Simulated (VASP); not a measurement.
BaGe2O3, 6 atoms in the cell. The structure is trigonal, space group P3m1 (No. 156). The conventional cell has a = 3.552 Å, b = 3.552 Å, c = 8.631 Å, α = 90.00°, β = 90.00°, γ = 120.00°. Within 2.8 Å of Ba (site symmetry 3m) lie 4 O at 2.11 to 2.14 Å. Ge (site symmetry 3m) has 4 O at 2.19 Å within 2.9 Å. Within 2.9 Å of Ge (site symmetry 3m) lie 4 O at 2.18 to 2.20 Å. Within 2.9 Å of O (site symmetry 3m) lie 4 Ge at 2.18 to 2.19 Å. O (site symmetry 3m) has 3 Ba at 2.14 Å and 1 Ge at 2.20 Å within 2.8 Å. O (site symmetry 3m) has 1 Ba at 2.11 Å and 3 Ge at 2.19 Å within 2.8 Å. 

| Item | Value |
| --- | --- |
| Program | VASP 6.6.1 |
| Task | relaxation of cell and atoms |
| Functional | PBEsol |
| Potentials or basis | VASP PAW PBE potentials, release 64 (Ba_sv, Ge_d, O) |
| Cutoff | 600 eV |
| k mesh | 9 × 9 × 4 |
| Occupations | fermi-dirac, width 0.03 eV |
| Spin | no spin polarisation |
| Dipole correction | no |
| Further INCAR settings | ALGO = Normal; EDIFF = 1e-06; IBRION = 2; EDIFFG = -0.01; NSW = 100; ISIF = 3 |

Potentials or basis: VASP PAW PBE potentials, release 64 (Ba_sv, Ge_d, O).

Command:

```bash
$ cat potpaw_PBE.64/Ba_sv/POTCAR potpaw_PBE.64/Ge_d/POTCAR potpaw_PBE.64/O/POTCAR > POTCAR
$ mpirun -np 1 vasp_std > vasp.out
```

Hardware: 1 thread of AMD EPYC 9R45 96-Core Processor (Zen 5) (shared host).

Q: How long does it take, and how much memory?

A: Run time: 26 min on 1 thread of AMD EPYC 9R45 96-Core Processor (Zen 5), on a shared host, peak memory 0.31 GiB. Counts: scf iterations 253, k points 43, ion steps 30.
